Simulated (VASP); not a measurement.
# Ge (Fd-3m) in VASP: further runs

The runs below take Ge through single point, with r2SCAN.

Program: VASP 6.6.1. These are calculated values, not measurements. Logs are shortened: lines on timing, memory, paths and dates and some standing lists are left out, and cuts for length are marked.

**1. The cell of the first run**

Symmetry: Fd-3m, No. 227, cubic system. The conventional cell has a = 5.782 Å, b = 5.782 Å, c = 5.782 Å, α = 90.00°, β = 90.00°, γ = 90.00°. Within 3.3 Å of Ge (site symmetry -43m) lie 4 Ge at 2.50 Å.

**2. Single point, r2SCAN**

POSCAR

```
Ge
1.0
    0.0000000000      2.8909585995      2.8909585995
    2.8909585995      0.0000000000      2.8909585995
    2.8909585995      2.8909585995      0.0000000000
Ge
2
Direct
    0.0000000000      0.0000000000      0.0000000000
    0.2500000000      0.2500000000      0.2500000000
```

INCAR.step1

```
SYSTEM = Ge
PREC = Accurate
ENCUT = 520
ISMEAR = -1
SIGMA = 0.1
LREAL = .False.
LASPH = .True.
NELM = 60
NBANDS = 21
GGA = PE
ALGO = Normal
EDIFF = 1E-4
LWAVE = .True.
LCHARG = .False.
```

INCAR.step2

```
SYSTEM = Ge
PREC = Accurate
ENCUT = 520
EDIFF = 1E-7
ISMEAR = -1
SIGMA = 0.1
LREAL = .False.
LASPH = .True.
NELM = 60
ALGO = Normal
ISIF = 2
LWAVE = .False.
LCHARG = .False.
METAGGA = R2SCAN
LMIXTAU = .True.
NBANDS = 21
ISTART = 1
```

KPOINTS

```
Automatic mesh
0
Gamma
  10 10 10
  0 0 0
```

Potentials or basis: VASP PAW PBE potentials, release 64 (Ge_d).

Started as:

```console
$ cat potpaw_PBE.64/Ge_d/POTCAR > POTCAR
$ cp INCAR.step1 INCAR
$ mpirun -np 1 vasp_std > vasp.out
$ cp INCAR.step2 INCAR
$ mpirun -np 1 vasp_std > vasp.out
```

OUTCAR:

```text
SYSTEM = Ge
   PREC = Accurate
   ENCUT = 520
   EDIFF = 1E-7
   ISMEAR = -1
   LREAL = .False.
   LASPH = .True.
   NELM = 60
   ISIF = 2
   METAGGA = R2SCAN
   ISTART = 1

 ion  position               nearest neighbor table
   1  0.000  0.000  0.000-   2 2.50   2 2.50   2 2.50   2 2.50
   2  0.250  0.250  0.250-   1 2.50   1 2.50   1 2.50   1 2.50

  LATTYP: Found a face centered cubic cell.
 ALAT       =     5.7819171990

  Lattice vectors:

 A1 = (   0.0000000000,   2.8909585995,   2.8909585995)
 A2 = (   2.8909585995,   0.0000000000,   2.8909585995)
 A3 = (   2.8909585995,   2.8909585995,   0.0000000000)

Analysis of symmetry for initial positions (statically):
=====================================================================
 Subroutine PRICEL returns:
 Original cell was already a primitive cell.

 Routine SETGRP: Setting up the symmetry group for a
 face centered cubic supercell.

 Subroutine GETGRP returns: Found 48 space group operations
 (whereof 24 operations were pure point group operations)
 out of a pool of 48 trial point group operations.

The static configuration has the point symmetry T_d .
 The point group associated with its full space group is O_h .

Analysis of symmetry for dynamics (positions and initial velocities):
=====================================================================
 Subroutine PRICEL returns:
 Original cell was already a primitive cell.

 Routine SETGRP: Setting up the symmetry group for a
 face centered cubic supercell.

 Subroutine GETGRP returns: Found 48 space group operations
 (whereof 24 operations were pure point group operations)
 out of a pool of 48 trial point group operations.

The dynamic configuration has the point symmetry T_d .
 The point group associated with its full space group is O_h .

 Subroutine INISYM returns: Found 48 space group operations
 (whereof 24 operations are pure point group operations),
 and found     1 'primitive' translations

----------------------------------------------------------------------------------------

                                     Primitive cell

  volume of cell :      48.3232

  direct lattice vectors                    reciprocal lattice vectors
     0.000000000  2.890958599  2.890958599    -0.172953013  0.172953013  0.172953013
     2.890958599  0.000000000  2.890958599     0.172953013 -0.172953013  0.172953013
     2.890958599  2.890958599  0.000000000     0.172953013  0.172953013 -0.172953013

  length of vectors
     4.088432860  4.088432860  4.088432860     0.299563406  0.299563406  0.299563406

  position of ions in fractional coordinates (direct lattice)
     0.000000000  0.000000000  0.000000000
     0.250000000  0.250000000  0.250000000

  ion indices of the primitive-cell ions
   primitive index   ion index
                 1           1
                 2           2

----------------------------------------------------------------------------------------

 KPOINTS: Automatic mesh

Automatic generation of k-mesh.
 Grid dimensions read from file:
 generate k-points for:   10   10   10

 Generating k-lattice:

  Cartesian coordinates                     Fractional coordinates (reciprocal lattice)
    -0.017295301  0.017295301  0.017295301     0.100000000  0.000000000  0.000000000
     0.017295301 -0.017295301  0.017295301     0.000000000  0.100000000  0.000000000
     0.017295301  0.017295301 -0.017295301     0.000000000  0.000000000  0.100000000

  Length of vectors
     0.029956341  0.029956341  0.029956341

  Shift w.r.t. Gamma in fractional coordinates (k-lattice)
     0.000000000  0.000000000  0.000000000

 Subroutine IBZKPT returns following result:
 ===========================================

 Found     47 irreducible k-points:

 Following reciprocal coordinates:
            Coordinates               Weight
  0.000000  0.000000  0.000000      1.000000
  0.100000  0.000000  0.000000      8.000000
  0.200000  0.000000  0.000000      8.000000
  0.300000  0.000000  0.000000      8.000000
  0.400000  0.000000  0.000000      8.000000
  0.500000  0.000000  0.000000      4.000000
[... 16 lines left out ...]
  0.300000  0.300000  0.000000      6.000000
  0.400000  0.300000  0.000000     24.000000
 [... further k-points ...]
   k-points           NKPTS =     47   k-points in BZ     NKDIM =     47   number of bands    NBANDS=     21
   number of dos      NEDOS =    301   number of ions     NIONS =      2
   total plane-waves  NPLWV =  27000
   dimension x,y,z NGX =    30 NGY =   30 NGZ =   30
   dimension x,y,z NGXF=    60 NGYF=   60 NGZF=   60
   ions per type =               2
   NGX,Y,Z   is equivalent  to a cutoff of  12.20, 12.20, 12.20 a.u.
   NGXF,Y,Z  is equivalent  to a cutoff of  24.40, 24.40, 24.40 a.u.
 SYSTEM =  Ge
   PREC   = accura    normal or accurate (medium, high low for compatibility)
   ISTART =      1    job   : 0-new  1-cont  2-samecut
   ICHARG =      0    charge: 1-file 2-atom 10-const
   ISPIN  =      1    spin polarized calculation?
   LNONCOLLINEAR =      F non collinear calculations
   LSORBIT =      F    spin-orbit coupling
   LASPH  =      T    aspherical Exc in radial PAW
   ENCUT  =  520.0 eV  38.22 Ry    6.18 a.u.   7.60  7.60  7.60*2*pi/ulx,y,z
   NELM   =     60;   NELMIN=  2; NELMDL=  0     # of ELM steps
   EDIFF  = 0.1E-06   stopping-criterion for ELM
   LREAL  =      F    real-space projection
   EDIFFG = 0.1E-05   stopping-criterion for IOM
   NSW    =      0    number of steps for IOM
   IBRION =     -1    ionic relax: 0-MD 1-quasi-New 2-CG
   NFREE  =      0    steps in history (QN), initial steepest desc. (CG)
   ISIF   =      2    stress and relaxation
   ISYM   =      2    0-nonsym 1-usesym 2-fastsym
   POTIM  = 0.5000    time-step for ionic-motion
   TEBEG  =    0.0;   TEEND  =   0.0 temperature during run
   PSTRESS=    0.0 pullay stress
   NELECT =      28.0000    total number of electrons
   NUPDOWN=      -1.0000    fix difference up-down
   EMIN   =  10.00;   EMAX   =-10.00  energy-range for DOS
   EFERMI =   0.00;   METHOD = LEGACY
   ISMEAR =    -1;   SIGMA  =   0.10  broadening in eV -4-tet -1-fermi 0-gaus
   EFERMI_NEDOS =   21; number of points for ismear=-14 and -15
   IALGO  =     38    algorithm
   IMIX   =      4    mixing-type and parameters
     AMIX     =   0.40;   BMIX     =  1.00
     AMIX_MAG =   1.60;   BMIX_MAG =  1.00
  volume/ion in A,a.u.               =      24.16       163.05
  Fermi-wavevector in a.u.,A,eV,Ry     =   1.364821  2.579137 25.344060  1.862736
  Thomas-Fermi vector in A             =   2.491103
   LORBIT       =      0    0 simple, 1 ext, 2 COOP (PROOUT), +10 PAW based schemes
   METAGGA = R2SCAN    functional components
   LHFCALC =     F    Hartree Fock is set to
   AEXX    =    0.0000 exact exchange contribution
   IVDW    =     0    specifies the selected vdW correction
   LEPSILON=     F    determine dielectric tensor
   LRPA    =     F    only Hartree local field effects (RPA)
 non-spin polarized calculation
  energy-cutoff  :      520.00
  volume of cell :       48.32
 maximum number of plane-waves:      1326
   NGX = 15   NGY = 15   NGZ = 15

 number of electron      27.9999972 magnetization

 Free energy of the ion-electron system (eV)
  ---------------------------------------------------
  ext. energy  EPLUGINS =         0.00000000
  ---------------------------------------------------
  free energy    TOTEN  =       -27.71503759 eV

  energy without entropy =      -27.71256803  energy(sigma->0) =      -27.71380281

 E-fermi :   4.2549     XC(G=0): -10.4839

 val. band max:        4.1821205786   @ k =   0.0000   0.0000   0.0000
 cond. band min:       4.4165614356   @ k =   0.5000   0.0000   0.0000
 fundamental gap:      0.2344408570
 Fermi energy:         4.2548640148

 k-point     1 :       0.0000    0.0000    0.0000
  band No.  band energies     occupation
      1     -21.2294      2.00000
      2     -21.2294      2.00000
      3     -21.2294      2.00000
      4     -21.1949      2.00000
      5     -21.1949      2.00000
      6     -21.0109      2.00000
[... 13 lines left out ...]
     20      13.9534      0.00000
     21      13.9534      0.00000

 k-point     2 :       0.1000    0.0000    0.0000
  band No.  band energies     occupation
      1     -21.2343      2.00000
      2     -21.2343      2.00000
      3     -21.2279      2.00000
      4     -21.1881      2.00000
      5     -21.1881      2.00000
      6     -21.0178      2.00000
[... 13 lines left out ...]
     20      13.3167      0.00000
     21      13.3167      0.00000

 k-point     3 :       0.2000    0.0000    0.0000
  band No.  band energies     occupation
      1     -21.2421      2.00000
      2     -21.2421      2.00000
      3     -21.2241      2.00000
      4     -21.1756      2.00000
      5     -21.1756      2.00000
      6     -21.0279      2.00000
[... 13 lines left out ...]
     20      12.8317      0.00000
     21      12.8317      0.00000

 k-point     4 :       0.3000    0.0000    0.0000
  band No.  band energies     occupation
      1     -21.2477      2.00000
      2     -21.2476      2.00000
      3     -21.2192      2.00000
      4     -21.1652      2.00000
      5     -21.1652      2.00000
      6     -21.0351      2.00000
[... 13 lines left out ...]
     20      13.1835      0.00000
     21      13.1835      0.00000

 k-point     5 :       0.4000    0.0000    0.0000
  band No.  band energies     occupation
      1     -21.2504      2.00000
      2     -21.2503      2.00000
      3     -21.2151      2.00000
      4     -21.1594      2.00000
      5     -21.1594      2.00000
      6     -21.0385      2.00000
[... 13 lines left out ...]
     20      14.3850      0.00000
     21      14.3850      0.00000

 k-point     6 :       0.5000    0.0000    0.0000
  band No.  band energies     occupation
      1     -21.2511      2.00000
      2     -21.2511      2.00000
      3     -21.2136      2.00000
      4     -21.1578      2.00000
      5     -21.1578      2.00000
      6     -21.0392      2.00000
[... 13 lines left out ...]
     20      15.2703      0.00000
     21      15.7129      0.00000

 k-point     7 :       0.1000    0.1000    0.0000
  band No.  band energies     occupation
      1     -21.2340      2.00000
      2     -21.2327      2.00000
      3     -21.2327      2.00000
      4     -21.1898      2.00000
      5     -21.1810      2.00000
      6     -21.0322      2.00000
[... 13 lines left out ...]
     20      12.4062      0.00000
     21      14.1260      0.00000
[... 291 lines left out ...]
      1     -21.2689      2.00000
      2     -21.2576      2.00000
      3     -21.1893      2.00000
      4     -21.1418      2.00000
      5     -21.1341      2.00000
      6     -21.0694      2.00000
[... 13 lines left out ...]
     20      13.8922      0.00000
     21      15.4178      0.00000

 k-point    21 :      -0.3000    0.2000    0.0000
  band No.  band energies     occupation
      1     -21.2643      2.00000
      2     -21.2579      2.00000
      3     -21.1923      2.00000
      4     -21.1560      2.00000
      5     -21.1348      2.00000
      6     -21.0650      2.00000
[... 13 lines left out ...]
     20      13.7800      0.00000
     21      15.8686      0.00000

 k-point    22 :      -0.2000    0.2000    0.0000
  band No.  band energies     occupation
      1     -21.2552      2.00000
      2     -21.2552      2.00000
      3     -21.2053      2.00000
      4     -21.1662      2.00000
      5     -21.1460      2.00000
      6     -21.0572      2.00000
[... 13 lines left out ...]
     20      14.3496      0.00000
     21      14.8083      0.00000

 k-point    23 :       0.3000    0.3000    0.0000
  band No.  band energies     occupation
      1     -21.2502      2.00000
      2     -21.2502      2.00000
      3     -21.2286      2.00000
      4     -21.1525      2.00000
      5     -21.1164      2.00000
      6     -21.1066      2.00000
[... 13 lines left out ...]
     20      15.5105      0.00000
     21      15.6616      0.00000

 k-point    24 :       0.4000    0.3000    0.0000
  band No.  band energies     occupation
      1     -21.2591      2.00000
      2     -21.2543      2.00000
      3     -21.2140      2.00000
      4     -21.1391      2.00000
      5     -21.1221      2.00000
      6     -21.1012      2.00000
[... 13 lines left out ...]
     20      16.0623      0.00000
     21      16.2470      0.00000

 [... further k-points ...]

------------------------ aborting loop because EDIFF is reached ----------------------------------------

  FORCE on cell =-STRESS in cart. coord.  units (eV):
  Direction    XX          YY          ZZ          XY          YZ          ZX
  --------------------------------------------------------------------------------------
  -------------------------------------------------------------------------------------
  Total       -1.0224047     -1.0224047     -1.0224047      0.0000000      0.0000000      0.0000000
  in kB      -33.8982926    -33.8982926    -33.8982926      0.0000000      0.0000000      0.0000000
  external PRESSURE =     -33.8982926 kB  Pullay stress =       0.0000000 kB

 VOLUME and BASIS-vectors are now :
 -----------------------------------------------------------------------------
  energy-cutoff  :      520.00
  volume of cell :       48.32
      direct lattice vectors                 reciprocal lattice vectors
     0.000000000  2.890958599  2.890958599    -0.172953013  0.172953013  0.172953013
     2.890958599  0.000000000  2.890958599     0.172953013 -0.172953013  0.172953013
     2.890958599  2.890958599  0.000000000     0.172953013  0.172953013 -0.172953013

 POSITION                                       TOTAL-FORCE (eV/Angst)
 -----------------------------------------------------------------------------------
      0.00000      0.00000      0.00000        -0.000000     -0.000000     -0.000000
      1.44548      1.44548      1.44548         0.000000      0.000000      0.000000
 -----------------------------------------------------------------------------------
    total drift:                                0.000000     -0.000000      0.000000

  FREE ENERGIE OF THE ION-ELECTRON SYSTEM (eV)
  ---------------------------------------------------
  free  energy   TOTEN  =       -27.7150375886 eV

  energy  without entropy=      -27.7125680299  energy(sigma->0) =      -27.71380281
```

It took 1.7 min on 1 thread of AMD EPYC 9R45 (Zen 5), shared host; peak memory 0.16 GiB.

Results:

* Free energy: -27.7150 eV
* Pressure: -3.4 GPa
* Band gap on the k mesh: zero (filled and empty bands touch)

Caveat: the PAW data sets were made with another functional, which shifts forces and pressure a little.

**3. Single point, r2SCAN**

This run uses another cell than the first one, of 24.88 Å³/atom, 1.030 times its volume.

POSCAR

```
Ge
1.0
    0.0000000000      2.9193031383      2.9193031383
    2.9193031383      0.0000000000      2.9193031383
    2.9193031383      2.9193031383      0.0000000000
Ge
2
Direct
    0.0000000000      0.0000000000      0.0000000000
    0.2500000000      0.2500000000      0.2500000000
```

INCAR.step1

```
SYSTEM = Ge
  PREC = Accurate
  ENCUT = 520
  ISMEAR = -1
  SIGMA = 0.1
  LREAL = .FALSE.
  LASPH = .TRUE.
  NELM = 80
  NBANDS = 21
  GGA = PE
  ALGO = Normal
  EDIFF = 1E-4
  LWAVE = .TRUE.
  LCHARG = .FALSE.
```

INCAR.step2

```
SYSTEM = Ge
  PREC = Accurate
  ENCUT = 520
  EDIFF = 1E-7
  ISMEAR = -1
  SIGMA = 0.1
  LREAL = .FALSE.
  LASPH = .TRUE.
  NELM = 80
  ALGO = Normal
  ISIF = 2
  LWAVE = .FALSE.
  LCHARG = .FALSE.
  METAGGA = R2SCAN
  LMIXTAU = .TRUE.
  NBANDS = 21
  ISTART = 1
```

KPOINTS

```
Automatic mesh
0
G
  10 10 10
  0 0 0
```

Potentials or basis: VASP PAW PBE potentials, release 64 (Ge_d).

Started as:

```console
$ cat potpaw_PBE.64/Ge_d/POTCAR > POTCAR
$ cp INCAR.step1 INCAR
$ mpirun -np 1 vasp_std > vasp.out
$ cp INCAR.step2 INCAR
$ mpirun -np 1 vasp_std > vasp.out
```

It took 1.8 min on 1 thread of AMD EPYC 9R45 (Zen 5), shared host; peak memory 0.17 GiB.

The run converged. Its results:

```yaml
Free_energy: -27.6785 eV
Pressure: -4.9 GPa
Band_gap_on_the_k_mesh: zero (filled and empty bands touch)
```

Levels at points of the mesh, in eV from the Fermi level:
| k point | band 12 | band 13 | band 14 | band 15 | band 16 | band 17 |
| --- | --- | --- | --- | --- | --- | --- |
| (0.00, 0.00, 0.00) | -0.52 | -0.04 | -0.04 | -0.04 | 2.63 | 2.63 |
| (0.50, 0.00, 0.00) | -7.49 | -1.38 | -1.38 | 0.11 | 3.90 | 3.90 |
| (0.50, 0.50, 0.00) | -8.91 | -2.94 | -2.94 | 1.03 | 1.03 | 9.27 |

Caveat: the PAW data sets were made with another functional, which shifts forces and pressure a little.

**4. Single point, r2SCAN**

This run uses another cell than the first one, of 24.88 Å³/atom, 1.030 times its volume.

POSCAR is that of step 3.

INCAR.step1

```
ALGO     = Normal         # electronic algorithm
EDIFF    = 1E-4           # SCF threshold, eV
ENCUT    = 520            # plane-wave cutoff, eV
GGA      = PE             # functional
ISMEAR   = -1             # smearing method
LASPH    = T              # aspherical terms in the spheres
LCHARG   = F              # write CHGCAR
LREAL    = F              # projectors in reciprocal space
LWAVE    = T              # write WAVECAR
NBANDS   = 21             # bands
NELM     = 100            # most SCF steps
PREC     = Accurate       # precision mode
SIGMA    = 0.1            # smearing width, eV
```

INCAR.step2

```
ALGO     = Normal         # electronic algorithm
EDIFF    = 1E-6           # SCF threshold, eV
ENCUT    = 520            # plane-wave cutoff, eV
ISIF     = 2              # what is computed and relaxed
ISMEAR   = -1             # smearing method
ISTART   = 1            
LASPH    = T              # aspherical terms in the spheres
LCHARG   = F              # write CHGCAR
LMIXTAU  = T            
LREAL    = F              # projectors in reciprocal space
LWAVE    = F              # write WAVECAR
METAGGA  = R2SCAN         # meta-GGA
NBANDS   = 21             # bands
NELM     = 100            # most SCF steps
PREC     = Accurate       # precision mode
SIGMA    = 0.1            # smearing width, eV
```

KPOINTS

```
k-points
0
Gamma
  10 10 10
```

Started as:

```console
$ cat potpaw_PBE.64/Ge_d/POTCAR > POTCAR
$ cp INCAR.step1 INCAR
$ mpirun -np 1 vasp_std > vasp.out
$ cp INCAR.step2 INCAR
$ mpirun -np 1 vasp_std > vasp.out
```

Wall time 1.8 min (1 thread of AMD EPYC 9R45 (Zen 5), shared host); peak memory 0.17 GiB.

Results (log left out):

- Free energy: -27.6785 eV
- Pressure: -4.9 GPa
- Band gap on the k mesh: zero (filled and empty bands touch)

Levels at points of the mesh, in eV from the Fermi level:
| k point | band 11 | band 12 | band 13 | band 14 | band 15 | band 16 | band 17 | band 18 |
| --- | --- | --- | --- | --- | --- | --- | --- | --- |
| (0.00, 0.00, 0.00) | -12.64 | -0.52 | -0.04 | -0.04 | -0.04 | 2.63 | 2.63 | 2.63 |
| (0.50, 0.00, 0.00) | -10.67 | -7.49 | -1.38 | -1.38 | 0.11 | 3.90 | 3.90 | 7.51 |
| (0.50, 0.50, 0.00) | -8.91 | -8.91 | -2.94 | -2.94 | 1.03 | 1.03 | 9.27 | 9.27 |

Caveat: the PAW data sets were made with another functional, which shifts forces and pressure a little.
